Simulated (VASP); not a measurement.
ZnPbF:

```
Zn Pb F
1.0
     3.72315    0.00000    0.00000
     0.00000    3.80816    0.00000
     0.00000    0.00000    8.82285
Zn Pb F
2 2 2
Direct
  0.00000 0.50000 0.13531
  0.50000 0.00000 0.86469
  0.00000 0.00000 0.38485
  0.50000 0.50000 0.61515
  0.00000 0.00000 0.98546
  0.50000 0.50000 0.01454
```

The cell was built from a structure type or drawn by symmetry, and may not be a known phase.

* Program: VASP 6.6.1
* Task: relaxation of cell and atoms
* Functional: PBE
* Potentials or basis: VASP PAW PBE potentials, release 64 (Zn, Pb_d, F)
* Cutoff: 600 eV
* k mesh: 6 × 4 × 2
* Occupations: gaussian, width 0.1 eV
* Spin: no spin polarisation

At the start: pressure 0.7 GPa; volume 20.85 Å³/atom.

Where does the relaxation end?

Over 16 steps the energy falls by 30.7 meV/atom and the volume is 20.92 Å³/atom (+0.3 %); space group Pmmn (No. 59, to 0.1 Å) before and after.

The path:
| step | energy change (eV) | largest force (eV/Å) | pressure (GPa) | volume (Å³) |
| --- | --- | --- | --- | --- |
| 1 | 0.0000 | 0.2794 | 0.71 | 125.09 |
| 2 | -0.0483 | 0.3648 | 0.04 | 126.76 |
| 3 | -0.1077 | 0.2407 | -1.74 | 131.64 |
| 4 | -0.1332 | 0.1737 | -1.29 | 130.34 |
| 5 | -0.1481 | 0.2223 | -0.65 | 128.64 |
| 6 | -0.1486 | 0.2410 | -0.57 | 128.33 |
| 7 | -0.1632 | 0.1497 | -0.29 | 127.19 |
| 8 | -0.1736 | 0.0954 | 0.11 | 125.56 |
| 9 | -0.1742 | 0.0831 | 0.17 | 125.11 |
| 10 | -0.1769 | 0.0689 | 0.06 | 125.34 |
| 11 | -0.1792 | 0.0712 | -0.13 | 125.69 |
| 12 | -0.1794 | 0.0804 | -0.18 | 125.82 |
| 13 | -0.1810 | 0.0565 | 0.02 | 125.32 |
| 14 | -0.1811 | 0.0626 | 0.11 | 125.15 |
| 15 | -0.1825 | 0.0502 | 0.03 | 125.26 |
| 16 | -0.1840 | 0.0240 | -0.09 | 125.49 |

Final structure:
```
CELL_PARAMETERS angstrom
3.45680 0.00000 0.00000
0.00000 4.08181 0.00000
0.00000 0.00000 8.89370
ATOMIC_POSITIONS crystal
Zn 0.00000 0.50000 0.13891
Zn 0.50000 0.00000 0.86109
Pb 0.00000 0.00000 0.37046
Pb 0.50000 0.50000 0.62954
F 0.00000 0.00000 0.99570
F 0.50000 0.50000 0.00430
```

Caveat: the k points lie up to 0.38 Å⁻¹ apart in the final cell, too coarse for converged energies and pressures of a metal.
